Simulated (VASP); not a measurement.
# BP (I-4m2) in VASP: a series of runs

Runs on BP. Level: PBE. Tasks: single point.

Everything below comes from runs of VASP 6.6.1. Logs are shortened: lines on timing, memory, paths and dates and some standing lists are left out, and cuts for length are marked.

### Step 1. The cell of the first run

The structure is tetragonal, space group I-4m2 (No. 119). Conventional cell: a = 3.120 Å, b = 3.120 Å, c = 4.685 Å, α = 90.00°, β = 90.00°, γ = 90.00°. Within 2.6 Å of B (site symmetry -4m2) lie 4 P at 1.95 Å. P (site symmetry -4m2) has 4 B at 1.95 Å within 2.6 Å.

### Step 2. Single point, PBE (strain -0.030 along x and y, +0.030 along z)

Contents of INCAR:

```
PREC = Accurate ; ENCUT = 520
EDIFF = 1E-6 ; ISMEAR = 0
SIGMA = 0.05 ; LREAL = False
LASPH = True ; NELM = 60
ALGO = Normal ; ISIF = 2
LWAVE = False ; LCHARG = False
GGA = PE ; NBANDS = 11
```

Contents of KPOINTS:

```
regular mesh
0
Gamma
  10 10 10
```

Contents of POSCAR:

```
BP
1.0
    0.0000000000      2.2059273111      2.3423764231
    2.2059273111      0.0000000000      2.3423764231
    2.2059273111      2.2059273111      0.0000000000
B P
1 1
Direct
    0.0000000000      0.0000000000      0.0000000000
    0.7500000000      0.7500000000      0.7500000000
```

Potentials or basis: VASP PAW PBE potentials, release 64 (B, P).

Started as:

```
> cat potpaw_PBE.64/B/POTCAR potpaw_PBE.64/P/POTCAR > POTCAR
> mpirun -np 1 vasp_std > vasp.out
```

OUTCAR:

```text
PREC = Accurate
   ENCUT = 520
   EDIFF = 1E-6
   ISMEAR = 0
   LREAL = False
   LASPH = True
   NELM = 60
   ISIF = 2
   GGA = PE

 ion  position               nearest neighbor table
   1  0.000  0.000  0.000-   2 1.95   2 1.95   2 1.95   2 1.95
   2  0.750  0.750  0.750-   1 1.95   1 1.95   1 1.95   1 1.95

  LATTYP: Found a body centered tetragonal cell.
 ALAT       =     3.1196523210
 C/A-ratio  =     1.5016906899

  Lattice vectors:

 A1 = (  -2.2059273111,   0.0000000000,   2.3423764231)
 A2 = (   2.2059273111,   0.0000000000,   2.3423764231)
 A3 = (   0.0000000000,   2.2059273111,  -2.3423764231)

Analysis of symmetry for initial positions (statically):
=====================================================================
 Subroutine PRICEL returns:
 Original cell was already a primitive cell.

 Routine SETGRP: Setting up the symmetry group for a
 body centered tetragonal supercell.

 Subroutine GETGRP returns: Found  8 space group operations
 (whereof  8 operations were pure point group operations)
 out of a pool of 16 trial point group operations.

The static configuration has the point symmetry D_2d.

Analysis of symmetry for dynamics (positions and initial velocities):
=====================================================================
 Subroutine PRICEL returns:
 Original cell was already a primitive cell.

 Routine SETGRP: Setting up the symmetry group for a
 body centered tetragonal supercell.

 Subroutine GETGRP returns: Found  8 space group operations
 (whereof  8 operations were pure point group operations)
 out of a pool of 16 trial point group operations.

The dynamic configuration has the point symmetry D_2d.

 Subroutine INISYM returns: Found  8 space group operations
 (whereof  8 operations are pure point group operations),
 and found     1 'primitive' translations

----------------------------------------------------------------------------------------

                                     Primitive cell

  volume of cell :      22.7965

  direct lattice vectors                    reciprocal lattice vectors
     0.000000000  2.205927311  2.342376423    -0.226662047  0.226662047  0.213458433
     2.205927311  0.000000000  2.342376423     0.226662047 -0.226662047  0.213458433
     2.205927311  2.205927311  0.000000000     0.226662047  0.226662047 -0.213458433

  length of vectors
     3.217583349  3.217583349  3.119652321     0.385117994  0.385117994  0.385117994

  position of ions in fractional coordinates (direct lattice)
     0.000000000  0.000000000  0.000000000
     0.750000000  0.750000000  0.750000000

  ion indices of the primitive-cell ions
   primitive index   ion index
                 1           1
                 2           2

----------------------------------------------------------------------------------------

 KPOINTS: regular mesh

Automatic generation of k-mesh.
 Grid dimensions read from file:
 generate k-points for:   10   10   10

 Generating k-lattice:

  Cartesian coordinates                     Fractional coordinates (reciprocal lattice)
    -0.022666205  0.022666205  0.021345843     0.100000000  0.000000000  0.000000000
     0.022666205 -0.022666205  0.021345843     0.000000000  0.100000000  0.000000000
     0.022666205  0.022666205 -0.021345843     0.000000000  0.000000000  0.100000000

  Length of vectors
     0.038511799  0.038511799  0.038511799

  Shift w.r.t. Gamma in fractional coordinates (k-lattice)
     0.000000000  0.000000000  0.000000000

 Subroutine IBZKPT returns following result:
 ===========================================

 Found    102 irreducible k-points:

 Following reciprocal coordinates:
            Coordinates               Weight
  0.000000  0.000000  0.000000      1.000000
  0.100000  0.000000  0.000000      8.000000
  0.200000  0.000000  0.000000      8.000000
  0.300000  0.000000  0.000000      8.000000
  0.400000  0.000000  0.000000      8.000000
  0.500000  0.000000  0.000000      4.000000
[... 16 lines left out ...]
  0.300000  0.300000  0.000000      2.000000
  0.400000  0.300000  0.000000      8.000000
 [... further k-points ...]
   k-points           NKPTS =    102   k-points in BZ     NKDIM =    102   number of bands    NBANDS=     11
   number of dos      NEDOS =    301   number of ions     NIONS =      2
   total plane-waves  NPLWV =  13824
   dimension x,y,z NGX =    24 NGY =   24 NGZ =   24
   dimension x,y,z NGXF=    48 NGYF=   48 NGZF=   48
   ions per type =               1   1
   NGX,Y,Z   is equivalent  to a cutoff of  12.40, 12.40, 12.79 a.u.
   NGXF,Y,Z  is equivalent  to a cutoff of  24.80, 24.80, 25.58 a.u.
 SYSTEM =  unknown system
   PREC   = accura    normal or accurate (medium, high low for compatibility)
   ISTART =      0    job   : 0-new  1-cont  2-samecut
   ICHARG =      2    charge: 1-file 2-atom 10-const
   ISPIN  =      1    spin polarized calculation?
   LNONCOLLINEAR =      F non collinear calculations
   LSORBIT =      F    spin-orbit coupling
   LASPH  =      T    aspherical Exc in radial PAW
   ENCUT  =  520.0 eV  38.22 Ry    6.18 a.u.   5.98  5.98  5.80*2*pi/ulx,y,z
   NELM   =     60;   NELMIN=  2; NELMDL= -5     # of ELM steps
   EDIFF  = 0.1E-05   stopping-criterion for ELM
   LREAL  =      F    real-space projection
   EDIFFG = 0.1E-04   stopping-criterion for IOM
   NSW    =      0    number of steps for IOM
   IBRION =     -1    ionic relax: 0-MD 1-quasi-New 2-CG
   NFREE  =      0    steps in history (QN), initial steepest desc. (CG)
   ISIF   =      2    stress and relaxation
   ISYM   =      2    0-nonsym 1-usesym 2-fastsym
   POTIM  = 0.5000    time-step for ionic-motion
   TEBEG  =    0.0;   TEEND  =   0.0 temperature during run
   PSTRESS=    0.0 pullay stress
   NELECT =       8.0000    total number of electrons
   NUPDOWN=      -1.0000    fix difference up-down
   EMIN   =  10.00;   EMAX   =-10.00  energy-range for DOS
   EFERMI =   0.00;   METHOD = LEGACY
   ISMEAR =     0;   SIGMA  =   0.05  broadening in eV -4-tet -1-fermi 0-gaus
   EFERMI_NEDOS =   21; number of points for ismear=-14 and -15
   IALGO  =     38    algorithm
   IMIX   =      4    mixing-type and parameters
     AMIX     =   0.40;   BMIX     =  1.00
     AMIX_MAG =   1.60;   BMIX_MAG =  1.00
  volume/ion in A,a.u.               =      11.40        76.92
  Fermi-wavevector in a.u.,A,eV,Ry     =   1.154734  2.182130 18.142140  1.333410
  Thomas-Fermi vector in A             =   2.291368
   LORBIT       =      0    0 simple, 1 ext, 2 COOP (PROOUT), +10 PAW based schemes
   GGA     = PE    functional components
   LHFCALC =     F    Hartree Fock is set to
   AEXX    =    0.0000 exact exchange contribution
   IVDW    =     0    specifies the selected vdW correction
   LEPSILON=     F    determine dielectric tensor
   LRPA    =     F    only Hartree local field effects (RPA)
 non-spin polarized calculation
 Gauss-broadening in eV      SIGMA  =   0.05
  energy-cutoff  :      520.00
  volume of cell :       22.80
 maximum number of plane-waves:       636
   NGX = 11   NGY = 11   NGZ = 11

 number of electron       8.0000001 magnetization

 Free energy of the ion-electron system (eV)
  ---------------------------------------------------
  ext. energy  EPLUGINS =         0.00000000
  ---------------------------------------------------
  free energy    TOTEN  =       -12.87040710 eV

  energy without entropy =      -12.87040710  energy(sigma->0) =      -12.87040710

 E-fermi :   8.1860     XC(G=0): -11.0175

 val. band max:        7.9471629111   @ k =   0.0000   0.0000   0.0000
 cond. band min:       8.6942494817   @ k =   0.4000   0.0000   0.4000
 fundamental gap:      0.7470865706
 Fermi energy:         8.1859543551

 k-point     1 :       0.0000    0.0000    0.0000
  band No.  band energies     occupation
      1      -7.9514      2.00000
      2       7.3078      2.00000
      3       7.9472      2.00000
      4       7.9472      2.00000
      5      11.0814      0.00000
      6      11.0814      0.00000
      7      11.4062      0.00000
      8      15.4048      0.00000
      9      19.0430      0.00000
     10      19.4415      0.00000
     11      20.7515      0.00000

 k-point     2 :       0.1000    0.0000    0.0000
  band No.  band energies     occupation
      1      -7.7671      2.00000
      2       6.3537      2.00000
      3       7.2626      2.00000
      4       7.6677      2.00000
      5      11.4011      0.00000
      6      11.5115      0.00000
      7      11.9252      0.00000
      8      15.8993      0.00000
      9      18.4988      0.00000
     10      19.9136      0.00000
     11      20.0119      0.00000

 k-point     3 :       0.2000    0.0000    0.0000
  band No.  band energies     occupation
      1      -7.2212      2.00000
      2       4.0337      2.00000
      3       6.5847      2.00000
      4       7.1526      2.00000
      5      11.5937      0.00000
      6      12.3226      0.00000
      7      12.5661      0.00000
      8      17.0010      0.00000
      9      18.2209      0.00000
     10      19.0343      0.00000
     11      20.9554      0.00000

 k-point     4 :       0.3000    0.0000    0.0000
  band No.  band energies     occupation
      1      -6.3426      2.00000
      2       1.6382      2.00000
      3       6.0208      2.00000
      4       6.7164      2.00000
      5      11.4445      0.00000
      6      12.7907      0.00000
      7      12.8083      0.00000
      8      17.8674      0.00000
      9      19.1285      0.00000
     10      19.2836      0.00000
     11      21.3482      0.00000
[... 239 lines left out ...]
 k-point    22 :      -0.2000    0.2000    0.0000
  band No.  band energies     occupation
      1      -5.9784      2.00000
      2       2.2455      2.00000
      3       3.1909      2.00000
      4       6.8904      2.00000
      5      12.6878      0.00000
      6      13.0980      0.00000
      7      13.8031      0.00000
      8      16.0711      0.00000
      9      17.4982      0.00000
     10      21.7263      0.00000
     11      24.0061      0.00000

 k-point    23 :       0.3000    0.3000    0.0000
  band No.  band energies     occupation
      1      -5.9536      2.00000
      2       2.3706      2.00000
      3       4.8156      2.00000
      4       4.8156      2.00000
      5       9.7234      0.00000
      6      11.8325      0.00000
      7      16.6980      0.00000
      8      16.6980      0.00000
      9      20.5307      0.00000
     10      22.8096      0.00000
     11      24.1203      0.00000

 k-point    24 :       0.4000    0.3000    0.0000
  band No.  band energies     occupation
      1      -5.1556      2.00000
      2       1.1526      2.00000
      3       3.8026      2.00000
      4       4.5453      2.00000
      5      10.0247      0.00000
      6      11.7661      0.00000
      7      17.2880      0.00000
      8      17.4337      0.00000
      9      21.5043      0.00000
     10      23.4079      0.00000
     11      24.7227      0.00000

 [... further k-points ...]

------------------------ aborting loop because EDIFF is reached ----------------------------------------

  FORCE on cell =-STRESS in cart. coord.  units (eV):
  Direction    XX          YY          ZZ          XY          YZ          ZX
  --------------------------------------------------------------------------------------
  -------------------------------------------------------------------------------------
  Total        1.5653181      1.5653181     -0.9610088      0.0000000      0.0000000      0.0000000
  in kB      110.0130294    110.0130294    -67.5412177      0.0000000      0.0000000      0.0000000
  external PRESSURE =      50.8282804 kB  Pullay stress =       0.0000000 kB

 VOLUME and BASIS-vectors are now :
 -----------------------------------------------------------------------------
  energy-cutoff  :      520.00
  volume of cell :       22.80
      direct lattice vectors                 reciprocal lattice vectors
     0.000000000  2.205927311  2.342376423    -0.226662047  0.226662047  0.213458433
     2.205927311  0.000000000  2.342376423     0.226662047 -0.226662047  0.213458433
     2.205927311  2.205927311  0.000000000     0.226662047  0.226662047 -0.213458433

 POSITION                                       TOTAL-FORCE (eV/Angst)
 -----------------------------------------------------------------------------------
      0.00000      0.00000      0.00000        -0.000000     -0.000000      0.000000
      3.30889      3.30889      3.51356         0.000000      0.000000     -0.000000
 -----------------------------------------------------------------------------------
    total drift:                                0.000000      0.000000     -0.000000

  FREE ENERGIE OF THE ION-ELECTRON SYSTEM (eV)
  ---------------------------------------------------
  free  energy   TOTEN  =       -12.8704071042 eV

  energy  without entropy=      -12.8704071042  energy(sigma->0) =      -12.87040710
```

It took 8.9 s on 1 thread of AMD EPYC 9R45 (Zen 5), shared host; peak memory 0.12 GiB.

Results:

* Free energy: -12.8704 eV
* Pressure: 5.1 GPa
* Band gap on the k mesh: 0.75 eV, indirect (least direct gap 3.13 eV)

Caveat: the cell differs from its parent crystal (strain -0.030 along x and y, +0.030 along z). A k mesh can miss the band edges.

### Step 3. Single point, PBE (strain +0.000 along x and y, -0.030 along z)

Contents of INCAR:

```
  PREC = Accurate
  ENCUT = 520
  EDIFF = 1E-7
  ISMEAR = 0
  SIGMA = 0.05
  LREAL = False
  LASPH = True
  NELM = 80
  ALGO = Normal
  ISIF = 2
  LWAVE = False
  LCHARG = False
  GGA = PE
  NBANDS = 11
```

Contents of KPOINTS:

```
Automatic mesh
0
Gamma
  10 10 10
```

Contents of POSCAR:

```
BP
1.0
    0.0000000000      2.2741518671      2.2059273111
    2.2741518671      0.0000000000      2.2059273111
    2.2741518671      2.2741518671      0.0000000000
B P
1 1
Direct
    0.0000000000      0.0000000000      0.0000000000
    0.7500000000      0.7500000000      0.7500000000
```

Potentials or basis: VASP PAW PBE potentials, release 64 (B, P).

Started as:

```
> cat potpaw_PBE.64/B/POTCAR potpaw_PBE.64/P/POTCAR > POTCAR
> mpirun -np 1 vasp_std > vasp.out
```

Run time: 10 s. Hardware: 1 thread of AMD EPYC 9R45 (Zen 5), shared host; peak memory 0.12 GiB.

It converged, with:

```
Free energy            : -12.9086 eV
Pressure               : 5.0 GPa
Band gap on the k mesh : 0.75 eV, indirect (least direct gap 3.13 eV)
```

Stress tensor (GPa, compression positive):
```
 2.31  0.00  0.00
 0.00  2.31  0.00
 0.00  0.00 10.28
```

Levels at points of the mesh, in eV from the valence-band top:
```tsv
k point	band 1	band 2	band 3	band 4	band 5	band 6	band 7	band 8
(0.00, 0.00, 0.00)	-15.87	-0.29	-0.29	0.00	3.13	3.31	3.31	7.53
(0.50, 0.00, 0.00)	-12.45	-9.40	-2.18	-1.79	3.61	4.38	4.81	10.03
(0.50, 0.50, 0.00)	-10.68	-8.71	-4.61	-4.61	0.86	1.15	12.13	12.13
(0.50, 0.00, 0.50)	-10.99	-8.99	-4.31	-4.25	1.21	1.59	11.80	12.45
```

Caveat: the cell differs from its parent crystal (strain +0.000 along x and y, -0.030 along z). A k mesh can miss the band edges.

### Step 4. Single point, PBE (strain -0.015 along x and y, +0.000 along z)

Contents of INCAR:

```
PREC = Accurate ; ENCUT = 520
EDIFF = 1E-6 ; ISMEAR = 0
SIGMA = 0.05 ; LREAL = F
LASPH = T ; NELM = 80
ALGO = Normal ; ISIF = 2
LWAVE = F ; LCHARG = F
GGA = PE ; NBANDS = 11
```

KPOINTS is that of step 3.

Contents of POSCAR:

```
BP
1.0
    0.0000000000      2.2400395891      2.2741518671
    2.2400395891      0.0000000000      2.2741518671
    2.2400395891      2.2400395891      0.0000000000
B P
1 1
Direct
    0.0000000000      0.0000000000      0.0000000000
    0.7500000000      0.7500000000      0.7500000000
```

Started as:

```
> cat potpaw_PBE.64/B/POTCAR potpaw_PBE.64/P/POTCAR > POTCAR
> mpirun -np 1 vasp_std > vasp.out
```

Run time: 9 s. Hardware: 1 thread of AMD EPYC 9R45 (Zen 5), shared host; peak memory 0.12 GiB.

Results (log left out):

- Free energy: -12.9175 eV
- Pressure: 4.9 GPa
- Band gap on the k mesh: 1.09 eV, indirect (least direct gap 3.36 eV)

Stress tensor (GPa, compression positive):
```
6.34 0.00 0.00
0.00 6.34 0.00
0.00 0.00 2.12
```

Levels at points of the mesh, in eV from the valence-band top:
```tsv
k point	band 2	band 3	band 4	band 5	band 6	band 7
(0.00, 0.00, 0.00)	-0.15	0.00	0.00	3.36	3.36	3.44
(0.50, 0.00, 0.00)	-9.25	-1.94	-1.74	3.83	4.64	4.76
(0.50, 0.50, 0.00)	-8.85	-4.14	-4.14	1.35	1.73	12.30
(0.50, 0.00, 0.50)	-8.71	-4.32	-4.29	1.18	1.51	12.11
```

Caveat: the cell differs from its parent crystal (strain -0.015 along x and y, +0.000 along z). A k mesh can miss the band edges.

### Step 5. Single point, PBE (strain +0.000 along x and y, -0.015 along z)

Contents of INCAR:

```
SYSTEM = BP
PREC = Accurate ; ENCUT = 520
EDIFF = 1E-6 ; ISMEAR = 0
SIGMA = 0.05 ; LREAL = .False.
LASPH = .True. ; NELM = 100
ALGO = Normal ; ISIF = 2
LWAVE = .False. ; LCHARG = .True.
GGA = PE ; LELF = .True.
LVHAR = .True. ; NBANDS = 11
```

Contents of KPOINTS:

```
regular mesh
0
Gamma
  10 10 10
  0 0 0
```

Contents of POSCAR:

```
BP
1.0
    0.0000000000      2.2741518671      2.2400395891
    2.2741518671      0.0000000000      2.2400395891
    2.2741518671      2.2741518671      0.0000000000
B P
1 1
Direct
    0.0000000000      0.0000000000      0.0000000000
    0.7500000000      0.7500000000      0.7500000000
```

Started as:

```
> cat potpaw_PBE.64/B/POTCAR potpaw_PBE.64/P/POTCAR > POTCAR
> mpirun -np 1 vasp_std > vasp.out
```

Run time: 9.8 s. Hardware: 1 thread of AMD EPYC 9R45 (Zen 5), shared host; peak memory 0.12 GiB.

Results (log left out):

| Item | Value |
| --- | --- |
| Free energy | -12.9255 eV |
| Pressure | 2.3 GPa |
| Band gap on the k mesh | 1.00 eV, indirect (least direct gap 3.26 eV) |

Stress tensor (GPa, compression positive):
```
0.95 0.00 0.00
0.00 0.95 0.00
0.00 0.00 4.94
```

Levels at points of the mesh, in eV from the valence-band top:
```tsv
k point	band 2	band 3	band 4	band 5	band 6	band 7
(0.00, 0.00, 0.00)	-0.15	-0.15	0.00	3.26	3.35	3.35
(0.50, 0.00, 0.00)	-9.19	-1.96	-1.77	3.70	4.55	4.73
(0.50, 0.50, 0.00)	-8.63	-4.35	-4.35	1.11	1.41	12.10
(0.50, 0.00, 0.50)	-8.77	-4.20	-4.17	1.28	1.63	11.94
```

Caveat: the cell differs from its parent crystal (strain +0.000 along x and y, -0.015 along z). A k mesh can miss the band edges.

### Step 6. Overview

| cell | gap on the mesh (eV) | pressure (GPa) |
| --- | --- | --- |
| a = 3.218, b = 3.218, c = 3.120 Å, angles 61.0, 61.0, 58.0°, 2 atoms | 0.75 | 5.1 |
| a = 3.168, b = 3.168, c = 3.216 Å, angles 59.5, 59.5, 61.0°, 2 atoms | 0.75 | 5.0 |
| a = 3.192, b = 3.192, c = 3.168 Å, angles 60.3, 60.3, 59.5°, 2 atoms | 1.09 | 4.9 |
| a = 3.192, b = 3.192, c = 3.216 Å, angles 59.8, 59.8, 60.5°, 2 atoms | 1.00 | 2.3 |

Alike in all rows: task single point; level PBE; potentials or basis VASP PAW PBE potentials, release 64 (B, P); no spin polarisation; k mesh 10 × 10 × 10; cutoff (eV) 520; smearing gaussian 0.05 eV.

Total energies depend on the potentials used, so only differences within one code and one set of settings carry meaning.
